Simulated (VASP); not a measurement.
A run of VASP 6.6.1:

The input POSCAR:

```
La
1.0
    3.8137484082      0.0000000000      0.0000000000
   -1.9068742041      3.3028030051      0.0000000000
    0.0000000000      0.0000000000      6.0266123844
La
2
Direct
    0.3333333333      0.6666666667      0.7500000000
    0.6666666667      0.3333333333      0.2500000000
```

File INCAR.step1:

```
PREC = Accurate
ENCUT = 520
ISMEAR = 0
SIGMA = 0.05
LREAL = F
LASPH = T
NELM = 100
NBANDS = 18
GGA = PE
ALGO = Normal
EDIFF = 1E-4
LWAVE = T
LCHARG = F
```

File INCAR.step2:

```
PREC = Accurate
ENCUT = 520
EDIFF = 1E-6
ISMEAR = 0
SIGMA = 0.05
LREAL = F
LASPH = T
NELM = 100
ALGO = Normal
ISIF = 2
LWAVE = F
LCHARG = F
METAGGA = R2SCAN
LMIXTAU = T
NBANDS = 18
ISTART = 1
```

File KPOINTS:

```
regular mesh
0
Gamma
  14 14 8
```

Potentials or basis: VASP PAW PBE potentials, release 64 (La).

Command:

```bash
$ cat potpaw_PBE.64/La/POTCAR > POTCAR
$ cp INCAR.step1 INCAR
$ mpirun -np 1 vasp_std > vasp.out
$ cp INCAR.step2 INCAR
$ mpirun -np 1 vasp_std > vasp.out
```

Hardware: 1 thread of Intel(R) Xeon(R) Platinum 8488C (Sapphire Rapids), on a shared host.

Q: How long does it take, and how much memory?

A: Wall time 8.9 min on 1 thread of Intel(R) Xeon(R) Platinum 8488C (Sapphire Rapids), with other jobs on the host, peak memory 0.31 GiB. Counts: k points 120.
